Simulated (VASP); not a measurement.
# NbAl7N8 in VASP: notebook

The runs below take NbAl7N8 through single point, with PBEsol.

Everything below comes from runs of VASP 6.6.1. Logs are shortened: lines on timing, memory, paths and dates and some standing lists are left out, and cuts for length are marked.

**1. The cell of the first run**

The typed cell holds 16 atoms: a = 6.220 Å, b = 6.220 Å, c = 4.980 Å, α = 90.00°, β = 90.00°, γ = 120.00°.

**2. Single point, PBEsol, collinear spin, zero start**

Contents of INCAR:

```
SYSTEM = NbAl7N8
  ALGO = Normal
  EDIFF = 1E-6
  ENCUT = 520
  GGA = PS
  ISIF = 2
  ISMEAR = 0
  ISPIN = 2
  LASPH = .True.
  LCHARG = .True.
  LELF = .True.
  LMAXMIX = 4
  LORBIT = 11
  LREAL = Auto
  LVHAR = .True.
  LWAVE = .False.
  MAGMOM = 0 0 0 0 0 0 0 0 0 0 0 0 0 0 0 0
  NBANDS = 55
  NELM = 150
  PREC = Accurate
  SIGMA = 0.05
```

Contents of KPOINTS:

```
k-points
0
Gamma
  3 3 4
  0 0 0
```

Contents of POSCAR:

```
NbAl7N8
1.0
    6.2200009000      0.0000000000      0.0000000000
   -3.1100004000      5.3866788000      0.0000000000
    0.0000000000      0.0000000000      4.9800000000
Nb Al N
1 7 8
Direct
    0.3338417743      0.1666276143      0.9651237301
    0.3342406972      0.6668325378      0.0049829633
    0.8337097530      0.1663245265      0.0050034951
    0.8336936286      0.6668201850      0.0050110067
    0.1637037653      0.3368497293      0.4970635264
    0.1636873568      0.8262611323      0.4970751282
    0.6742438362      0.3368391606      0.4970901299
    0.6672381422      0.8333371740      0.5015561599
    0.3338759008      0.1666459026      0.4321118678
    0.3365163943      0.6679721355      0.3802378052
    0.8325784308      0.1640550719      0.3802522820
    0.8325734744      0.6679534474      0.3802579307
    0.1519303112      0.3486090891      0.8740846827
    0.1519190416      0.8027449092      0.8741002976
    0.6977341548      0.3485889324      0.8741258016
    0.6672264891      0.8333369640      0.8824691579
```

Potentials or basis: VASP PAW PBE potentials, release 64 (Nb_sv, Al, N).

Command:

```console
$ cat potpaw_PBE.64/Nb_sv/POTCAR potpaw_PBE.64/Al/POTCAR potpaw_PBE.64/N/POTCAR > POTCAR
$ mpirun -np 1 vasp_std > vasp.out
```

OUTCAR:

```text
SYSTEM = NbAl7N8
   EDIFF = 1E-6
   ENCUT = 520
   GGA = PS
   ISIF = 2
   ISMEAR = 0
   ISPIN = 2
   LASPH = .True.
   LORBIT = 11
   LREAL = Auto
   NELM = 150
   PREC = Accurate

 ion  position               nearest neighbor table
   1  0.334  0.167  0.965-  14 2.01  15 2.01  13 2.01   9 2.33   6 2.97   5 2.97   7 2.97   4 3.12
                             3 3.12   2 3.12   2 3.12   3 3.12   4 3.12
   2  0.334  0.667  0.005-  13 1.84  14 1.84  10 1.87  16 1.89   5 3.03   6 3.03   8 3.05   8 3.08
                             6 3.09   5 3.09   4 3.11   3 3.11   3 3.11   4 3.11   1 3.12   1 3.12
   3  0.834  0.166  0.005-  13 1.84  15 1.84  11 1.87  16 1.89   5 3.03   7 3.03   8 3.05   8 3.08
                             7 3.09   5 3.09   2 3.11   4 3.11   4 3.11   2 3.11   1 3.12   1 3.12
   4  0.834  0.667  0.005-  15 1.84  14 1.84  12 1.87  16 1.89   6 3.03   7 3.03   8 3.05   8 3.08
                             7 3.09   6 3.09   2 3.11   3 3.11   3 3.11   2 3.11   1 3.12   1 3.12
   5  0.164  0.337  0.497-   9 1.86  11 1.88  10 1.88  13 1.88   1 2.97   3 3.03   2 3.03   6 3.04
                             7 3.04   2 3.09   3 3.09   8 3.11   8 3.11   7 3.18   6 3.18
   6  0.164  0.826  0.497-   9 1.86  12 1.88  10 1.88  14 1.88   1 2.97   4 3.03   2 3.03   5 3.04
                             7 3.04   2 3.09   4 3.09   8 3.11   8 3.11   7 3.18   5 3.18
   7  0.674  0.337  0.497-   9 1.86  12 1.88  11 1.88  15 1.88   1 2.97   4 3.03   3 3.03   6 3.04
                             5 3.04   3 3.09   4 3.09   8 3.11   8 3.11   5 3.18   6 3.18
   8  0.667  0.833  0.502-  12 1.88  11 1.88  10 1.88  16 1.90   4 3.05   3 3.05   2 3.05   2 3.08
                             4 3.08   3 3.08   6 3.11   5 3.11   7 3.11   7 3.11   5 3.11   6 3.11
   9  0.334  0.167  0.432-   7 1.86   5 1.86   6 1.86   1 2.33
  10  0.337  0.668  0.380-   2 1.87   6 1.88   5 1.88   8 1.88
  11  0.833  0.164  0.380-   3 1.87   5 1.88   7 1.88   8 1.88
  12  0.833  0.668  0.380-   4 1.87   6 1.88   7 1.88   8 1.88
  13  0.152  0.349  0.874-   2 1.84   3 1.84   5 1.88   1 2.01
  14  0.152  0.803  0.874-   4 1.84   2 1.84   6 1.88   1 2.01
  15  0.698  0.349  0.874-   4 1.84   3 1.84   7 1.88   1 2.01
  16  0.667  0.833  0.882-   2 1.89   4 1.89   3 1.89   8 1.90

  LATTYP: Found a hexagonal cell.
 ALAT       =     6.2200009000
 C/A-ratio  =     0.8006429710

  Lattice vectors:

 A1 = (   6.2200009000,   0.0000000000,   0.0000000000)
 A2 = (  -3.1100004000,   5.3866788000,   0.0000000000)
 A3 = (   0.0000000000,   0.0000000000,   4.9800000000)

Analysis of symmetry for initial positions (statically):
=====================================================================
 Subroutine PRICEL returns:
 Original cell was already a primitive cell.

 Routine SETGRP: Setting up the symmetry group for a
 hexagonal supercell.

 Subroutine GETGRP returns: Found  1 space group operations
 (whereof  1 operations were pure point group operations)
 out of a pool of 24 trial point group operations.

The static configuration has the point symmetry C_1 .

Analysis of symmetry for dynamics (positions and initial velocities):
=====================================================================
 Subroutine PRICEL returns:
 Original cell was already a primitive cell.

 Routine SETGRP: Setting up the symmetry group for a
 hexagonal supercell.

 Subroutine GETGRP returns: Found  1 space group operations
 (whereof  1 operations were pure point group operations)
 out of a pool of 24 trial point group operations.

The dynamic configuration has the point symmetry C_1 .

Analysis of structural, dynamic, and magnetic symmetry:
=====================================================================
 Subroutine PRICEL returns:
 Original cell was already a primitive cell.

 Routine SETGRP: Setting up the symmetry group for a
 hexagonal supercell.

 Subroutine GETGRP returns: Found  1 space group operations
 (whereof  1 operations were pure point group operations)
 out of a pool of 24 trial point group operations.

The overall configuration has the point symmetry C_1 .

 Subroutine INISYM returns: Found  1 space group operations
 (whereof  1 operations are pure point group operations),
 and found     1 'primitive' translations

----------------------------------------------------------------------------------------

                                     Primitive cell

  volume of cell :     166.8556

  direct lattice vectors                    reciprocal lattice vectors
[... 101 lines left out ...]
   ISTART =      0    job   : 0-new  1-cont  2-samecut
   ICHARG =      2    charge: 1-file 2-atom 10-const
   ISPIN  =      2    spin polarized calculation?
   LNONCOLLINEAR =      F non collinear calculations
   LSORBIT =      F    spin-orbit coupling
   LASPH  =      T    aspherical Exc in radial PAW
   ENCUT  =  520.0 eV  38.22 Ry    6.18 a.u.  11.57 11.57  9.26*2*pi/ulx,y,z
   NELM   =    150;   NELMIN=  2; NELMDL= -5     # of ELM steps
   EDIFF  = 0.1E-05   stopping-criterion for ELM
   LREAL  =      T    real-space projection
   EDIFFG = 0.1E-04   stopping-criterion for IOM
   NSW    =      0    number of steps for IOM
   IBRION =     -1    ionic relax: 0-MD 1-quasi-New 2-CG
   NFREE  =      0    steps in history (QN), initial steepest desc. (CG)
   ISIF   =      2    stress and relaxation
   ISYM   =      2    0-nonsym 1-usesym 2-fastsym
   POTIM  = 0.5000    time-step for ionic-motion
   TEBEG  =    0.0;   TEEND  =   0.0 temperature during run
   PSTRESS=    0.0 pullay stress
   NELECT =      74.0000    total number of electrons
   NUPDOWN=      -1.0000    fix difference up-down
   EMIN   =  10.00;   EMAX   =-10.00  energy-range for DOS
   EFERMI =   0.00;   METHOD = LEGACY
   ISMEAR =     0;   SIGMA  =   0.05  broadening in eV -4-tet -1-fermi 0-gaus
   EFERMI_NEDOS =   21; number of points for ismear=-14 and -15
   IALGO  =     38    algorithm
   IMIX   =      4    mixing-type and parameters
     AMIX     =   0.40;   BMIX     =  1.00
     AMIX_MAG =   1.60;   BMIX_MAG =  1.00
  volume/ion in A,a.u.               =      10.43        70.37
  Fermi-wavevector in a.u.,A,eV,Ry     =   1.248452  2.359232 21.206474  1.558632
  Thomas-Fermi vector in A             =   2.382538
   LORBIT       =     11    0 simple, 1 ext, 2 COOP (PROOUT), +10 PAW based schemes
   GGA     = PS    functional components
   LHFCALC =     F    Hartree Fock is set to
   AEXX    =    0.0000 exact exchange contribution
   IVDW    =     0    specifies the selected vdW correction
   LEPSILON=     F    determine dielectric tensor
   LRPA    =     F    only Hartree local field effects (RPA)
 spin polarized calculation
 Gauss-broadening in eV      SIGMA  =   0.05
  energy-cutoff  :      520.00
  volume of cell :      166.86
 maximum number of plane-waves:      4554
 NGX is ok and might be reduce to    48
   NGX = 23   NGY = 23   NGZ = 19

 number of electron      73.9999996 magnetization      -0.0000033

 number of electron      73.9999996 magnetization       0.0000036

 Free energy of the ion-electron system (eV)
  ---------------------------------------------------
  ext. energy  EPLUGINS =         0.00000000
  ---------------------------------------------------
  free energy    TOTEN  =      -127.70467298 eV

  energy without entropy =     -127.70335944  energy(sigma->0) =     -127.70401621

 E-fermi :  10.0969     XC(G=0): -11.4204

 val. band max:       10.0193665934   @ k =   0.0000   0.0000   0.2500
 cond. band min:      10.1602039070   @ k =   0.3333   0.3333   0.0000
 fundamental gap:      0.1408373136
 Fermi energy:        10.0969478038

 spin component 1

 k-point     1 :       0.0000    0.0000    0.0000
  band No.  band energies     occupation
      1     -45.9957      1.00000
      2     -22.4038      1.00000
      3     -22.4037      1.00000
      4     -22.0466      1.00000
      5      -8.5810      1.00000
      6      -6.6364      1.00000
[... 977 lines left out ...]
     48      14.3868      0.00000
     49      15.1257      0.00000
 Fermi energy:        10.0969478038

 spin component 2

 k-point     1 :       0.0000    0.0000    0.0000
  band No.  band energies     occupation
      1     -45.9957      1.00000
      2     -22.4039      1.00000
      3     -22.4037      1.00000
      4     -22.0467      1.00000
      5      -8.5810      1.00000
      6      -6.6364      1.00000
[... 977 lines left out ...]
     48      14.3868      0.00000
     49      15.1257      0.00000
 [bands above 49 left out]

------------------------ aborting loop because EDIFF is reached ----------------------------------------

  FORCE on cell =-STRESS in cart. coord.  units (eV):
  Direction    XX          YY          ZZ          XY          YZ          ZX
  --------------------------------------------------------------------------------------
  -------------------------------------------------------------------------------------
  Total       12.0822776     12.0816690      3.9053390      0.0000030     -0.0001082      0.0003188
  in kB      116.0161694    116.0103251     37.4997565      0.0000291     -0.0010386      0.0030609
  external PRESSURE =      89.8420837 kB  Pullay stress =       0.0000000 kB

 VOLUME and BASIS-vectors are now :
 -----------------------------------------------------------------------------
  energy-cutoff  :      520.00
  volume of cell :      166.86
      direct lattice vectors                 reciprocal lattice vectors
     6.220000900  0.000000000  0.000000000     0.160771681  0.092821572  0.000000000
    -3.110000400  5.386678800  0.000000000     0.000000000  0.185643146  0.000000000
     0.000000000  0.000000000  4.980000000     0.000000000  0.000000000  0.200803213

 POSITION                                       TOTAL-FORCE (eV/Angst)
 -----------------------------------------------------------------------------------
      1.55828      0.89757      4.80632         0.000784      0.001107     -0.635748
      0.00513      3.59201      0.02482         0.171174      0.099169      0.181147
      4.66841      0.89594      0.02492         0.001387     -0.199089      0.180702
      3.11176      3.59195      0.02495        -0.172982      0.098688      0.180113
     -0.02937      1.81450      2.47538         0.028002     -0.016861     -0.029828
     -1.55154      4.45080      2.47543         0.001178      0.033369     -0.030625
[... 8 lines left out ...]
      3.25580      1.87774      4.35315        -0.347890     -0.200795      0.127567
      1.55847      4.48892      4.39470        -0.000264      0.000132     -0.032815
 -----------------------------------------------------------------------------------
    total drift:                                0.001224     -0.004029      0.012303

  FREE ENERGIE OF THE ION-ELECTRON SYSTEM (eV)
  ---------------------------------------------------
  free  energy   TOTEN  =      -127.7046729807 eV

  energy  without entropy=     -127.7033594421  energy(sigma->0) =     -127.70401621

 total charge

# of ion       s       p       d       tot
------------------------------------------
    1        2.187   6.037   2.577  10.801
    2        0.376   0.469   0.000   0.845
    3        0.376   0.469   0.000   0.845
    4        0.376   0.469   0.000   0.845
    5        0.371   0.455   0.000   0.825
    6        0.371   0.455   0.000   0.825
[... 8 lines left out ...]
   15        1.236   2.643   0.000   3.879
   16        1.218   2.621   0.000   3.840
--------------------------------------------------
tot         14.601  30.312   2.577  47.490

 magnetization (x)

# of ion       s       p       d       tot
------------------------------------------
    1        0.000  -0.000  -0.000   0.000
    2       -0.000  -0.000   0.000  -0.000
    3       -0.000  -0.000   0.000  -0.000
    4        0.000  -0.000   0.000   0.000
    5       -0.000   0.000   0.000   0.000
    6        0.000   0.000   0.000   0.000
[... 8 lines left out ...]
   15       -0.000  -0.000   0.000  -0.000
   16       -0.000   0.000   0.000   0.000
--------------------------------------------------
tot          0.000  -0.000  -0.000  -0.000
```

Wall time 6.7 min (1 thread of AMD EPYC 9R45 (Zen 5), shared host); peak memory 0.46 GiB.

What came out:

| Property | Result |
| --- | --- |
| Free energy | -127.7047 eV |
| Pressure | 9.0 GPa |
| Largest force | 0.636 eV/Å |
| Band gap on the k mesh | zero (filled and empty bands overlap) |
| Net moment | 0.00 μB per cell |
| Valence electrons inside the program's atomic spheres | Nb 10.80; Al 0.84, 0.82 (each value once); N 3.79, 3.86, 3.88, 3.84 (each value once) |

Forces in eV/Å, atoms in the order of the input:
```
Nb   0.001  0.001 -0.636
Al   0.171  0.099  0.181
Al   0.001 -0.199  0.181
Al  -0.173  0.099  0.180
Al   0.028 -0.017 -0.030
Al   0.001  0.033 -0.031
Al  -0.028 -0.017 -0.031
Al  -0.002  0.000  0.028
N   -0.001  0.000 -0.381
N   -0.026 -0.015  0.063
N    0.000  0.029  0.063
N    0.025 -0.014  0.062
N    0.349 -0.201  0.128
N    0.000  0.402  0.128
N   -0.348 -0.201  0.128
N    0.000  0.000 -0.033
```

Stress tensor (GPa, compression positive):
```
11.60  0.00  0.00
 0.00 11.60  0.00
 0.00  0.00  3.75
```

Caveat: the k points lie up to 0.39 Å⁻¹ apart; the PAW data sets were made with another functional, which shifts forces and pressure a little.

(Part 1 of 2 ends here.)
